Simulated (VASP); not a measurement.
Here is a VASP 6.6.1 calculation.

Contents of INCAR:

```
SYSTEM = H4CO
ALGO = Normal ; EDIFF = 1E-6
ENCUT = 520 ; GGA = PE
ISIF = 2 ; ISMEAR = -1
IVDW = 12 ; LASPH = .TRUE.
LCHARG = .TRUE. ; LELF = .TRUE.
LREAL = Auto ; LVHAR = .TRUE.
LWAVE = .FALSE. ; NBANDS = 66
NELM = 100 ; PREC = Accurate
SIGMA = 0.02
```

KPOINTS

```
k-points
0
G
  1 1 1
  0 0 0
```

POSCAR

```
H4CO
1.0
    7.3803230000      0.0000000000      0.0000000000
    0.0000000000      7.3803230000      0.0000000000
    0.0000000000      0.0000000000      7.3803230000
C O H
6 6 24
Direct
    0.4272848221      0.5054385831      0.8495563135
    0.8381882473      0.1678110836      0.1185313976
    0.9487931626      0.4663888017      0.6500122014
    0.6234821972      0.8939717137      0.6912705582
    0.0557563673      0.7321224288      0.2493657798
    0.4372843844      0.3498356373      0.4132339465
    0.2763971170      0.4431919850      0.9470723707
    0.6626539245      0.1485707333      0.0344700361
    1.0118662828      0.6274793122      0.7543030298
    0.7438969812      0.8613173163      0.8332155652
    0.1245609440      0.5477538043      0.2512762653
    0.4361868715      0.5370632153      0.4266073450
    0.5190965219      0.5959224278      0.9233742209
    0.2462900336      0.3277905317      0.9105021555
    0.5236762673      0.3963783157      0.8038808058
    0.3956195413      0.5800694631      0.7229629381
    0.8801782795      0.3100406310      0.1316338052
    0.6863791734      0.0238607443     -0.0131295067
    0.8388250758      0.1027055320      0.2602189633
    0.9495383874      0.1048192606      0.0452825710
    0.8143817012      0.5128637324      0.5989439758
    1.1121057981      0.5918711146      0.8259394609
    1.0352798922      0.4338292511      0.5330254516
    0.9239297521      0.3599571455      0.7480431412
    0.4782446514      0.8829559357      0.7344258510
    0.8159805472      0.7552108492      0.8062384262
    0.6460421854      1.0284644724      0.6262734029
    0.6313815805      0.7880820392      0.5805843457
   -0.0470575610      0.7583272439      0.3639136119
    0.1836911474      0.5001542615      0.1419992052
    0.1680685249      0.8288797116      0.2411683066
   -0.0315026863      0.7556308850      0.1212277566
    0.4168787735      0.2883749126      0.5494610466
    0.3184955455      0.5615336890      0.3604584786
    0.3161243756      0.2972634125      0.3488600702
    0.5367786749      0.2759228830      0.3463805039
```

Potentials or basis: VASP PAW PBE potentials, release 64 (C, O, H).

Command:

```sh
$ cat potpaw_PBE.64/C/POTCAR potpaw_PBE.64/O/POTCAR potpaw_PBE.64/H/POTCAR > POTCAR
$ mpirun -np 1 vasp_gam > vasp.out
```

**Question.** Predict the largest force.

**Answer.** 3.345 eV/Å.

**Question.** What does it give for the pressure?

**Answer.** 0.5 GPa.

**Question.** What does it give for the dispersion energy per atom?

**Answer.** -0.035 eV.

**Question.** Estimate the band gap on the k mesh.

**Answer.** 4.43 eV.

Forces on the atoms (eV/Å):
```
C    2.600  0.241 -1.802
C   -0.215  0.293  1.717
C   -0.666  1.837  0.482
C   -1.279 -0.341 -1.918
C   -1.815 -0.196 -1.626
C   -2.199 -1.367  2.119
O    0.167  2.404  1.226
O    1.425 -0.725  0.093
O   -1.584 -0.193 -1.835
O   -0.245  0.342  0.745
O   -0.705  0.442  1.558
O   -0.165  0.862 -0.980
H   -0.516  0.034  0.775
H   -0.608 -2.829 -0.860
H   -0.808  0.095  0.506
H   -0.521 -0.285  0.298
H   -0.421  0.162  0.177
H   -0.848  0.347 -0.322
H    0.016  0.630 -0.964
H    0.101 -0.512 -0.584
H    0.437 -0.434 -0.047
H    1.155 -0.622  0.954
H    0.100 -0.059  0.317
H    0.070 -0.717 -0.019
H    0.492  0.331  0.092
H    0.984 -0.465  0.067
H   -0.043 -0.313  0.326
H    0.197  0.581  0.566
H    1.517 -0.497 -0.735
H   -0.063  0.721 -0.733
H   -0.024  0.222  0.438
H    0.871 -0.289  1.046
H    0.525 -0.005  0.105
H    0.470  0.511  0.448
H   -0.739  0.077 -0.586
H    2.336 -0.284 -1.046
```

Caveat: the k points lie up to 0.85 Å⁻¹ apart.
